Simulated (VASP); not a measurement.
Here is a VASP 6.6.1 calculation.

INCAR

```
SYSTEM = SiC
ALGO = Normal
EDIFF = 1E-6
ENCUT = 520
GGA = PE
ISIF = 2
ISMEAR = 0
LASPH = .True.
LCHARG = .False.
LREAL = .False.
LWAVE = .False.
NBANDS = 11
NELM = 60
PREC = Accurate
SIGMA = 0.05
```

The input KPOINTS:

```
k-points
0
Gamma
  12 12 12
  0 0 0
```

File POSCAR:

```
SiC
1.0
    0.0000000000      2.2292598004      2.2292598004
    2.2292598004      0.0000000000      2.2292598004
    2.2533358062      2.2533358062     -0.0240760058
Si C
1 1
Direct
    0.0000000000      0.0000000000      0.0000000000
    0.7500000000      0.7500000000      0.7500000000
```

Potentials or basis: VASP PAW PBE potentials, release 64 (Si, C).

The run is started by

```sh
$ cat potpaw_PBE.64/Si/POTCAR potpaw_PBE.64/C/POTCAR > POTCAR
$ mpirun -np 1 vasp_std > vasp.out
```

**Question.** Predict the largest force.

**Answer.** 0.067 eV/Å.

**Question.** What does it give for the pressure?

**Answer.** -12.8 GPa.

**Question.** Estimate the band gap on the k mesh.

**Answer.** 1.40 eV, indirect (least direct gap 4.37 eV).

Forces on the atoms (eV/Å):
```
Si   0.039  0.039 -0.039
C   -0.039 -0.039  0.039
```

A k mesh can miss the band edges. PBE gaps usually lie below the measured ones, often by a third to a half.
